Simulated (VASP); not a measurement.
Wanted: the native input for a VASP 6.6.1 run.

* Task: single point
* Functional: r2SCAN
* Potentials or basis: VASP PAW PBE potentials, release 64 (Mg, S)
* Cutoff: 520 eV
* k mesh: 8 × 8 × 8
* Occupations: gaussian, width 0.01 eV
* Spin: no spin polarisation
* Dipole correction: no
* Further INCAR settings: ALGO = Normal; EDIFF = 1e-06; NBANDS = 11

Crystal: MgS.

```
CELL_PARAMETERS angstrom
0.00000 2.77426 2.77426
2.77426 0.00000 2.77426
2.77426 2.77426 0.00000
ATOMIC_POSITIONS crystal
Mg 0.00000 0.00000 0.00000
S 0.25000 0.25000 0.25000
```

This cell differs from its parent crystal: strain -2.0%.

The input as run:

POSCAR

```
MgS
1.0
    0.0000000000      2.7742593044      2.7742593044
    2.7742593044      0.0000000000      2.7742593044
    2.7742593044      2.7742593044      0.0000000000
Mg S
1 1
Direct
    0.0000000000      0.0000000000      0.0000000000
    0.2500000000      0.2500000000      0.2500000000
```

INCAR.step1

```
PREC = Accurate ; ENCUT = 520
ISMEAR = 0 ; SIGMA = 0.01
LREAL = F ; LASPH = T
NELM = 100 ; NBANDS = 11
GGA = PE ; ALGO = Normal
EDIFF = 1E-4 ; LWAVE = T
LCHARG = F
```

INCAR.step2

```
PREC = Accurate ; ENCUT = 520
EDIFF = 1E-6 ; ISMEAR = 0
SIGMA = 0.01 ; LREAL = F
LASPH = T ; NELM = 100
ALGO = Normal ; ISIF = 2
LWAVE = F ; LCHARG = F
METAGGA = R2SCAN ; LMIXTAU = T
NBANDS = 11 ; ISTART = 1
```

KPOINTS

```
Automatic mesh
0
Gamma
  8 8 8
```

Potentials or basis: VASP PAW PBE potentials, release 64 (Mg, S).

Command:

```console
$ cat potpaw_PBE.64/Mg/POTCAR potpaw_PBE.64/S/POTCAR > POTCAR
$ cp INCAR.step1 INCAR
$ mpirun -np 1 vasp_std > vasp.out
$ cp INCAR.step2 INCAR
$ mpirun -np 1 vasp_std > vasp.out
```

Results of the run:

```json
{"Pressure": "3.8 GPa", "Band gap on the k mesh": "4.27 eV, indirect (least direct gap 4.46 eV)"}
```

Caveat: the cell differs from its parent crystal (strain -2.0%); the PAW data sets were made with another functional, which shifts forces and pressure a little.

It took 32 s on 1 thread of Intel(R) Xeon(R) 6975P-C (Granite Rapids), with other jobs on the host, peak memory 0.17 GiB.
